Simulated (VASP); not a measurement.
Crystal: Rh.

```
CELL_PARAMETERS angstrom
0.00000 1.89785 1.89785
1.89785 0.00000 1.89785
1.89785 1.89785 0.00000
ATOMIC_POSITIONS crystal
Rh 0.00000 0.00000 0.00000
```

Base run:

| Property | Result |
| --- | --- |
| Program | VASP 6.6.1 |
| Functional | r2SCAN |
| Potentials or basis | VASP PAW PBE potentials, release 64 (Rh_pv) |
| Cutoff | 550 eV |
| k mesh | 10 × 10 × 10 |
| Occupations | methfessel-paxton, width 0.1 eV |
| Spin | no spin polarisation |

Its results: pressure 2.0 GPa.

**Question.** The run is repeated on the same cell with these changes: k mesh from 10 × 10 × 10 to 5 × 5 × 5. What comes out?

**Answer.** Pressure 4.5 GPa.

Caveats: some runs use coarse meshes; the PAW data sets were made with another functional, which shifts forces and pressure a little.
